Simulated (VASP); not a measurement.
# PbO (P4/nmm) in VASP: notebook

The runs below take PbO through single point, with PBEsol.

All numbers are computed with VASP 6.6.1; they aren't measurements. Logs are shortened: lines on timing, memory, paths and dates and some standing lists are left out, and cuts for length are marked.

### Step 1. The cell of the first run

It takes space group P4/nmm (No. 129, tetragonal). Conventional cell: a = 3.852 Å, b = 3.852 Å, c = 4.837 Å, α = 90.00°, β = 90.00°, γ = 90.00°. Pb (site symmetry 4mm) has 4 O at 2.25 Å within 3.0 Å. O (site symmetry -4m2) has 4 Pb at 2.25 Å and 4 O at 2.72 Å within 3.0 Å.

### Step 2. Single point, PBEsol

INCAR reads:

```
SYSTEM = PbO
  ALGO = Normal
  EDIFF = 1E-7
  ENCUT = 520
  GGA = PS
  ISIF = 2
  ISMEAR = 0
  LASPH = .True.
  LCHARG = .False.
  LREAL = .False.
  LWAVE = .False.
  NBANDS = 28
  NELM = 80
  PREC = Accurate
  SIGMA = 0.01
```

KPOINTS reads:

```
k-points
0
Gamma
  6 6 6
  0 0 0
```

POSCAR reads:

```
PbO
1.0
    3.8523026446      0.0000000000      0.0000000000
    0.0000000000      3.8523026446      0.0000000000
    0.0000000000      0.0000000000      4.8371018169
Pb O
2 2
Direct
    0.0000000000      0.5000000000      0.2400000000
    0.5000000000      0.0000000000      0.7600000000
    0.0000000000      0.0000000000      0.0000000000
    0.5000000000      0.5000000000      0.0000000000
```

Potentials or basis: VASP PAW PBE potentials, release 64 (Pb_d, O).

On the command line:

```console
$ cat potpaw_PBE.64/Pb_d/POTCAR potpaw_PBE.64/O/POTCAR > POTCAR
$ mpirun -np 1 vasp_std > vasp.out
```

OUTCAR:

```text
SYSTEM = PbO
   EDIFF = 1E-7
   ENCUT = 520
   GGA = PS
   ISIF = 2
   ISMEAR = 0
   LASPH = .True.
   LREAL = .False.
   NELM = 80
   PREC = Accurate

 ion  position               nearest neighbor table
   1  0.000  0.500  0.240-   3 2.25   4 2.25   3 2.25   4 2.25   2 3.58   2 3.58   2 3.58   2 3.58
                             2 3.71   2 3.71   2 3.71   2 3.71
   2  0.500  0.000  0.760-   3 2.25   4 2.25   4 2.25   3 2.25   1 3.58   1 3.58   1 3.58   1 3.58
                             1 3.71   1 3.71   1 3.71   1 3.71
   3  0.000  0.000  0.000-   1 2.25   2 2.25   1 2.25   2 2.25
   4  0.500  0.500  0.000-   1 2.25   2 2.25   2 2.25   1 2.25

  LATTYP: Found a simple tetragonal cell.
 ALAT       =     3.8523026446
 C/A-ratio  =     1.2556390977

  Lattice vectors:

 A1 = (   3.8523026446,   0.0000000000,   0.0000000000)
 A2 = (   0.0000000000,   3.8523026446,   0.0000000000)
 A3 = (   0.0000000000,   0.0000000000,   4.8371018169)

Analysis of symmetry for initial positions (statically):
=====================================================================
 Subroutine PRICEL returns:
 Original cell was already a primitive cell.

 Routine SETGRP: Setting up the symmetry group for a
 simple tetragonal supercell.

 Subroutine GETGRP returns: Found 16 space group operations
 (whereof  8 operations were pure point group operations)
 out of a pool of 16 trial point group operations.

The static configuration has the point symmetry D_2d.
 The point group associated with its full space group is D_4h.

Analysis of symmetry for dynamics (positions and initial velocities):
=====================================================================
 Subroutine PRICEL returns:
 Original cell was already a primitive cell.

 Routine SETGRP: Setting up the symmetry group for a
 simple tetragonal supercell.

 Subroutine GETGRP returns: Found 16 space group operations
 (whereof  8 operations were pure point group operations)
 out of a pool of 16 trial point group operations.

The dynamic configuration has the point symmetry D_2d.
 The point group associated with its full space group is D_4h.

 Subroutine INISYM returns: Found 16 space group operations
 (whereof  8 operations are pure point group operations),
 and found     1 'primitive' translations

----------------------------------------------------------------------------------------

[... 95 lines left out ...]
   NELM   =     80;   NELMIN=  2; NELMDL= -5     # of ELM steps
   EDIFF  = 0.1E-06   stopping-criterion for ELM
   LREAL  =      F    real-space projection
   EDIFFG = 0.1E-05   stopping-criterion for IOM
   NSW    =      0    number of steps for IOM
   IBRION =     -1    ionic relax: 0-MD 1-quasi-New 2-CG
   NFREE  =      0    steps in history (QN), initial steepest desc. (CG)
   ISIF   =      2    stress and relaxation
   ISYM   =      2    0-nonsym 1-usesym 2-fastsym
   POTIM  = 0.5000    time-step for ionic-motion
   TEBEG  =    0.0;   TEEND  =   0.0 temperature during run
   PSTRESS=    0.0 pullay stress
   NELECT =      40.0000    total number of electrons
   NUPDOWN=      -1.0000    fix difference up-down
   EMIN   =  10.00;   EMAX   =-10.00  energy-range for DOS
   EFERMI =   0.00;   METHOD = LEGACY
   ISMEAR =     0;   SIGMA  =   0.01  broadening in eV -4-tet -1-fermi 0-gaus
   EFERMI_NEDOS =   21; number of points for ismear=-14 and -15
   IALGO  =     38    algorithm
   IMIX   =      4    mixing-type and parameters
     AMIX     =   0.40;   BMIX     =  1.00
     AMIX_MAG =   1.60;   BMIX_MAG =  1.00
  volume/ion in A,a.u.               =      17.95       121.11
  Fermi-wavevector in a.u.,A,eV,Ry     =   1.347161  2.545765 24.692433  1.814843
  Thomas-Fermi vector in A             =   2.474934
   LORBIT       =      0    0 simple, 1 ext, 2 COOP (PROOUT), +10 PAW based schemes
   GGA     = PS    functional components
   LHFCALC =     F    Hartree Fock is set to
   AEXX    =    0.0000 exact exchange contribution
   IVDW    =     0    specifies the selected vdW correction
   LEPSILON=     F    determine dielectric tensor
   LRPA    =     F    only Hartree local field effects (RPA)
 non-spin polarized calculation
 Gauss-broadening in eV      SIGMA  =   0.01
  energy-cutoff  :      520.00
  volume of cell :       71.78
 maximum number of plane-waves:      1952
 NGX is ok and might be reduce to    30
   NGX = 15   NGY = 15   NGZ = 17

 number of electron      40.0000004 magnetization

 Free energy of the ion-electron system (eV)
  ---------------------------------------------------
  ext. energy  EPLUGINS =         0.00000000
  ---------------------------------------------------
  free energy    TOTEN  =       -22.65739643 eV

  energy without entropy =      -22.65739643  energy(sigma->0) =      -22.65739643

 E-fermi :   6.3383     XC(G=0): -10.6164

 val. band max:        6.2916060925   @ k =   0.0000   0.0000   0.0000
 cond. band min:       7.1923620597   @ k =   0.5000   0.5000   0.0000
 fundamental gap:      0.9007559672
 Fermi energy:         6.3382997018

 k-point     1 :       0.0000    0.0000    0.0000
  band No.  band energies     occupation
      1     -13.0688      2.00000
      2     -12.2454      2.00000
      3      -9.9658      2.00000
      4      -9.9658      2.00000
      5      -9.8689      2.00000
      6      -9.8649      2.00000
[... 733 lines left out ...]
     27      15.9991      0.00000
     28      15.9991      0.00000

 [... further k-points ...]

------------------------ aborting loop because EDIFF is reached ----------------------------------------

  FORCE on cell =-STRESS in cart. coord.  units (eV):
  Direction    XX          YY          ZZ          XY          YZ          ZX
  --------------------------------------------------------------------------------------
  -------------------------------------------------------------------------------------
  Total        4.8217458      4.8217458      3.7884789      0.0000000     -0.0000000      0.0000000
  in kB      107.6189793    107.6189793     84.5569726      0.0000000     -0.0000000      0.0000000
  external PRESSURE =      99.9316437 kB  Pullay stress =       0.0000000 kB

 VOLUME and BASIS-vectors are now :
 -----------------------------------------------------------------------------
  energy-cutoff  :      520.00
  volume of cell :       71.78
      direct lattice vectors                 reciprocal lattice vectors
     3.852302645  0.000000000  0.000000000     0.259585005  0.000000000  0.000000000
     0.000000000  3.852302645  0.000000000     0.000000000  0.259585005  0.000000000
     0.000000000  0.000000000  4.837101817     0.000000000  0.000000000  0.206735363

 POSITION                                       TOTAL-FORCE (eV/Angst)
 -----------------------------------------------------------------------------------
      0.00000      1.92615      1.16090         0.000000      0.000000      1.273535
      1.92615      0.00000      3.67620        -0.000000      0.000000     -1.273535
      0.00000      0.00000      0.00000         0.000000     -0.000000     -0.000000
      1.92615      1.92615      0.00000         0.000000      0.000000     -0.000000
 -----------------------------------------------------------------------------------
    total drift:                                0.000000      0.000000      0.000000

  FREE ENERGIE OF THE ION-ELECTRON SYSTEM (eV)
  ---------------------------------------------------
  free  energy   TOTEN  =       -22.6573964311 eV

  energy  without entropy=      -22.6573964311  energy(sigma->0) =      -22.65739643
```

OSZICAR:

```text
N       E                     dE             d eps       ncg     rms          rms(c)
DAV:   1     0.469011445002E+03    0.46901E+03   -0.19809E+04  2240   0.176E+03
DAV:   2     0.352398373060E+02   -0.43377E+03   -0.41641E+03  2280   0.461E+02
DAV:   3    -0.238315659592E+02   -0.59071E+02   -0.57481E+02  2824   0.185E+02
DAV:   4    -0.264671285636E+02   -0.26356E+01   -0.26235E+01  2700   0.396E+01
DAV:   5    -0.265391127833E+02   -0.71984E-01   -0.71974E-01  2528   0.709E+00    0.113E+01
DAV:   6    -0.227625419630E+02    0.37766E+01   -0.18409E+01  3336   0.391E+01    0.443E+00
DAV:   7    -0.226963352279E+02    0.66207E-01   -0.21030E+00  2668   0.103E+01    0.235E+00
DAV:   8    -0.226733505754E+02    0.22985E-01   -0.45151E-01  2924   0.470E+00    0.890E-01
DAV:   9    -0.226563727726E+02    0.16978E-01   -0.72061E-02  3444   0.249E+00    0.181E-01
DAV:  10    -0.226575602850E+02   -0.11875E-02   -0.94400E-03  2648   0.666E-01    0.809E-02
DAV:  11    -0.226574086354E+02    0.15165E-03   -0.12956E-03  3824   0.321E-01    0.381E-02
DAV:  12    -0.226574134632E+02   -0.48278E-05   -0.13510E-04  2456   0.805E-02    0.359E-02
DAV:  13    -0.226573976696E+02    0.15794E-04   -0.94791E-05  3372   0.904E-02    0.821E-03
DAV:  14    -0.226573967357E+02    0.93387E-06   -0.16220E-05  3396   0.430E-02    0.369E-03
DAV:  15    -0.226573963438E+02    0.39191E-06   -0.16655E-06  2660   0.121E-02    0.458E-04
DAV:  16    -0.226573964311E+02   -0.87285E-07   -0.25169E-07  2140   0.345E-03
   1 F= -.22657396E+02 E0= -.22657396E+02  d E =-.887316E-14
```

Run time: 3.1 min. Hardware: 1 thread of Intel Xeon 8259CL, shared host; peak memory 0.22 GiB.

What came out:

```yaml
Free_energy: -22.6574 eV
Pressure: 10.0 GPa
Largest_force: 1.274 eV/Å
Band_gap_on_the_k_mesh: 0.90 eV (least direct gap 2.38 eV)
```

Forces in eV/Å, atoms in the order of the input:
```
Pb   0.000  0.000  1.274
Pb   0.000  0.000 -1.274
O    0.000  0.000  0.000
O    0.000  0.000  0.000
```

Levels at points of the mesh, in eV from the valence-band top:
```
           k point  band 16  band 17  band 18  band 19  band 20  band 21  band 22  band 23  band 24  band 25
(0.00, 0.00, 0.00)    -5.05    -2.18    -2.16    -2.16     0.00     2.56     5.58     5.73     5.73     6.81
(0.50, 0.00, 0.00)    -3.88    -3.64    -3.64    -2.09    -2.09     3.50     3.50     6.90     6.90     6.96
(0.50, 0.50, 0.00)    -4.17    -1.86    -1.86    -1.48    -1.48     0.90     0.90     5.22     5.22     8.34
(0.00, 0.00, 0.50)    -4.02    -2.22    -2.19    -2.19    -1.36     1.89     3.85     3.85     4.27     8.66
(0.50, 0.00, 0.50)    -4.41    -3.60    -3.60    -1.27    -1.27     3.12     3.12     6.49     6.49     7.77
(0.50, 0.50, 0.50)    -4.71    -2.56    -2.56    -1.48    -1.48     3.31     3.31     4.98     4.98     5.90
```

Caveat: the cell stands under pressure; the PAW data sets were made with another functional, which shifts forces and pressure a little; spin-orbit coupling is left out, which moves the levels of the heavy elements.

### Step 3. Single point, PBEsol

This run uses another cell than the first one, of 18.44 Å³/atom.

INCAR reads:

```
SYSTEM = PbO
ALGO = Normal ; EDIFF = 1E-7
ENCUT = 520 ; GGA = PS
ISIF = 2 ; ISMEAR = 0
LASPH = .TRUE. ; LCHARG = .FALSE.
LREAL = .FALSE. ; LWAVE = .FALSE.
NBANDS = 28 ; NELM = 100
PREC = Accurate ; SIGMA = 0.01
```

KPOINTS reads:

```
k-points
0
G
  6 6 6
  0 0 0
```

POSCAR reads:

```
PbO
1.0
    3.8876468449      0.0000000000      0.0000000000
    0.0000000000      3.8876468449      0.0000000000
    0.0000000000      0.0000000000      4.8814813767
Pb O
2 2
Direct
    0.0000000000      0.5000000000      0.2400000000
    0.5000000000      0.0000000000      0.7600000000
    0.0000000000      0.0000000000      0.0000000000
    0.5000000000      0.5000000000      0.0000000000
```

Potentials or basis: VASP PAW PBE potentials, release 64 (Pb_d, O).

On the command line:

```console
$ cat potpaw_PBE.64/Pb_d/POTCAR potpaw_PBE.64/O/POTCAR > POTCAR
$ mpirun -np 1 vasp_std > vasp.out
```

Wall time 3.1 min (1 thread of Intel Xeon 8259CL, shared host); peak memory 0.22 GiB.

The run converged. Its results:

```yaml
Free_energy: -22.7629 eV
Pressure: 6.7 GPa
Largest_force: 0.824 eV/Å
Band_gap_on_the_k_mesh: 0.96 eV (least direct gap 2.29 eV)
```

Forces on the atoms (eV/Å):
```
Pb   0.000  0.000  0.824
Pb   0.000  0.000 -0.824
O    0.000  0.000  0.000
O    0.000  0.000  0.000
```

Stress tensor (GPa, compression positive):
```
7.26 0.00 0.00
0.00 7.26 0.00
0.00 0.00 5.56
```

Levels at points of the mesh, in eV from the valence-band top:
```tsv
k point	band 16	band 17	band 18	band 19	band 20	band 21	band 22	band 23	band 24	band 25
(0.00, 0.00, 0.00)	-4.82	-2.03	-1.99	-1.99	0.00	2.51	5.57	5.68	5.68	6.76
(0.50, 0.00, 0.00)	-3.67	-3.44	-3.44	-1.97	-1.97	3.46	3.46	6.82	6.82	6.87
(0.50, 0.50, 0.00)	-3.94	-1.80	-1.80	-1.33	-1.33	0.96	0.96	5.22	5.22	8.21
(0.00, 0.00, 0.50)	-4.11	-2.07	-2.02	-2.02	-1.23	1.91	3.87	3.87	4.25	8.67
(0.50, 0.00, 0.50)	-4.20	-3.41	-3.41	-1.18	-1.18	3.10	3.10	6.42	6.42	7.66
(0.50, 0.50, 0.50)	-4.47	-2.48	-2.48	-1.33	-1.33	3.33	3.33	4.91	4.91	5.85
```

Caveat: the cell stands under pressure; the PAW data sets were made with another functional, which shifts forces and pressure a little; spin-orbit coupling is left out, which moves the levels of the heavy elements. A k mesh can miss the band edges.

### Step 4. Single point, PBEsol

This run uses another cell than the first one, of 18.94 Å³/atom.

INCAR reads:

```
  PREC = Accurate
  ENCUT = 520
  EDIFF = 1E-6
  ISMEAR = 0
  SIGMA = 0.01
  LREAL = False
  LASPH = True
  NELM = 100
  ALGO = Normal
  ISIF = 2
  LWAVE = False
  LCHARG = True
  GGA = PS
  LELF = True
  LVHAR = True
  NBANDS = 28
```

KPOINTS reads:

```
regular mesh
0
Gamma
  6 6 6
```

POSCAR reads:

```
PbO
1.0
    3.9223598142      0.0000000000      0.0000000000
    0.0000000000      3.9223598142      0.0000000000
    0.0000000000      0.0000000000      4.9250683382
Pb O
2 2
Direct
    0.0000000000      0.5000000000      0.2400000000
    0.5000000000      0.0000000000      0.7600000000
    0.0000000000      0.0000000000      0.0000000000
    0.5000000000      0.5000000000      0.0000000000
```

On the command line:

```console
$ cat potpaw_PBE.64/Pb_d/POTCAR potpaw_PBE.64/O/POTCAR > POTCAR
$ mpirun -np 1 vasp_std > vasp.out
```

It took 2.1 min on 1 thread of Intel Xeon 8259CL, shared host; peak memory 0.22 GiB.

The run converged. Its results:

```
Free energy            : -22.8301 eV
Pressure               : 3.8 GPa
Largest force          : 0.417 eV/Å
Band gap on the k mesh : 1.01 eV (least direct gap 2.20 eV)
```

Forces on the atoms (eV/Å):
```
Pb   0.000  0.000  0.417
Pb   0.000  0.000 -0.417
O    0.000  0.000  0.000
O    0.000  0.000  0.000
```

Stress tensor (GPa, compression positive):
```
4.21 0.00 0.00
0.00 4.21 0.00
0.00 0.00 3.03
```

Levels at points of the mesh, in eV from the valence-band top:
```
           k point  band 18  band 19  band 20  band 21  band 22  band 23
(0.00, 0.00, 0.00)    -1.84    -1.84     0.00     2.45     5.56     5.64
(0.50, 0.00, 0.00)    -3.26    -1.85    -1.85     3.42     3.42     6.75
(0.50, 0.50, 0.00)    -1.75    -1.19    -1.19     1.01     1.01     5.21
(0.00, 0.00, 0.50)    -1.87    -1.87    -1.12     1.92     3.89     3.89
(0.50, 0.00, 0.50)    -3.22    -1.10    -1.10     3.08     3.08     6.36
(0.50, 0.50, 0.50)    -2.40    -1.19    -1.19     3.36     3.36     4.84
```

Caveat: the cell stands under pressure; the PAW data sets were made with another functional, which shifts forces and pressure a little; spin-orbit coupling is left out, which moves the levels of the heavy elements.

[end of part 1 of 2]
